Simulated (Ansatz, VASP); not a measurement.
## Ti4Ge in VASP and in Ansatz

INCAR

```
SYSTEM = Ti4Ge
  PREC = Accurate
  ENCUT = 600
  EDIFF = 1E-6
  ISMEAR = 0
  SIGMA = 0.1
  LREAL = .FALSE.
  LASPH = .TRUE.
  NELM = 100
  ALGO = Normal
  ISIF = 3
  LWAVE = .FALSE.
  LCHARG = .FALSE.
  GGA = PE
  IBRION = 2
  NSW = 90
  EDIFFG = -0.04
```

Contents of KPOINTS:

```
regular mesh
0
G
  6 6 2
  0 0 0
```

The input POSCAR:

```
Ti4Ge
1.0
    3.0402414100      0.0000000000      0.0000000000
   -1.5201207000      2.6329262900      0.0000000000
    0.0000000000      0.0000000000     11.3678504500
Ti Ge
4 1
Direct
    0.3333333300      0.6666666700      0.1896649800
    0.6666666700      0.3333333300      0.3965549900
    0.3333333300      0.6666666700      0.6034450100
    0.6666666700      0.3333333300      0.8103350200
    0.0000000000      0.0000000000      0.0000000000
```

Input for Ansatz:

```yaml
crystal:
  lattice:
    - [3.04024141, 0.0, 0.0]
    - [-1.5201207, 2.63292629, 0.0]
    - [0.0, 0.0, 11.36785045]
  atoms:
    - { symbol: Ti, position: [0.33333333, 0.66666667, 0.18966498] }
    - { symbol: Ti, position: [0.66666667, 0.33333333, 0.39655499] }
    - { symbol: Ti, position: [0.33333333, 0.66666667, 0.60344501] }
    - { symbol: Ti, position: [0.66666667, 0.33333333, 0.81033502] }
    - { symbol: Ge, position: [0.0, 0.0, 0.0] }
basis:
  ecutwfc: 420
kpoints:
  mp_grid: { grid: [6, 6, 2] }
hamiltonian:
  xc: pbe
scf:
  occupations: { method: gaussian, width: 0.1 }
  lower_state_search: "off"
output:
  forces: true
  stress: true
  eigenvalues: true
relax:
  adjacent_minimum: "off"
  f_tol: 0.04
  max_steps: 70
  cell: { stress_tol: 0.4 }
```

Alike in both runs: task relaxation of cell and atoms; functional PBE; k mesh 6 × 6 × 2; occupations gaussian, width 0.1 eV; no spin polarisation.

```csv
,VASP,Ansatz
version,VASP 6.6.1,Ansatz 0.2.0
potentials or method,"VASP PAW PBE potentials, release 64 (Ti_sv, Ge_d), cutoff 600 eV","scalar-relativistic, plane waves, PAW"
valence electrons in the cell,62,62
```

```csv
,VASP,Ansatz,Ansatz less VASP
"gap on the k mesh at the Fermi level, each at its own relaxed structure (eV)",none,none,-
relaxed volume (Å³/atom),17.17,17.19,+0.018
relaxed length of the cell vector where the two differ most in proportion (Å),2.970,2.972,+0.0021
```

A gap of «none» marks a metal or a gap that the smearing closes.

The k mesh is coarse, so the values compare programs but aren't converged.
